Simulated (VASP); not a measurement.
Wanted: the native input for a VASP 6.6.1 run.

```yaml
Task: single point
Functional: LDA
Potentials_or_basis: VASP PAW LDA potentials, release 64 (Fe, Ge_d)
Cutoff: 520 eV
k_mesh: 8 × 8 × 8
Occupations: fermi-dirac, width 0.03 eV
Spin: collinear spin, ferromagnetic start
Starting_moments: "[2.1, 2.1, 2.1, 0.0] μB"
Dipole_correction: no
Further_INCAR_settings: ALGO = Normal; EDIFF = 1e-06; NBANDS = 31
```

The structure of Fe3Ge lies in POSCAR:

```
Fe3Ge
1.0
    3.6605005200      0.0000000000      0.0000000000
    0.0000000000      3.6605005200      0.0000000000
    0.0000000000      0.0000000000      3.6605005200
Fe Ge
3 1
Direct
    0.0000000000      0.5000000000      0.5000000000
    0.5000000000      0.5000000000      0.0000000000
    0.5000000000      0.0000000000      0.5000000000
    0.0000000000      0.0000000000      0.0000000000
```

The input as run:

INCAR

```
SYSTEM = Fe3Ge
PREC = Accurate ; ENCUT = 520
EDIFF = 1E-6 ; ISMEAR = -1
SIGMA = 0.03 ; LREAL = .False.
LASPH = .True. ; NELM = 150
ALGO = Normal ; ISIF = 2
LWAVE = .False. ; LCHARG = .False.
ISPIN = 2 ; MAGMOM = 2.1 2.1 2.1 0
LORBIT = 11 ; LMAXMIX = 4
GGA = CA ; NBANDS = 31
```

KPOINTS

```
regular mesh
0
Gamma
  8 8 8
  0 0 0
```

Potentials or basis: VASP PAW LDA potentials, release 64 (Fe, Ge_d).

Run with:

```console
$ cat potpaw_LDA.64/Fe/POTCAR potpaw_LDA.64/Ge_d/POTCAR > POTCAR
$ mpirun -np 1 vasp_std > vasp.out
```

It gave:

| Property | Result |
| --- | --- |
| Pressure | -18.4 GPa |
| Net moment | 6.25 μB per cell |
| Site moments | Fe +2.10; Ge -0.11 μB |
| Valence electrons inside the program's atomic spheres | Fe 7.22; Ge 12.47 |

Caveat: the cell stands under tension.

It took 120 s on 1 thread of Intel Xeon 8259CL, with other jobs on the host, peak memory 0.2 GiB.
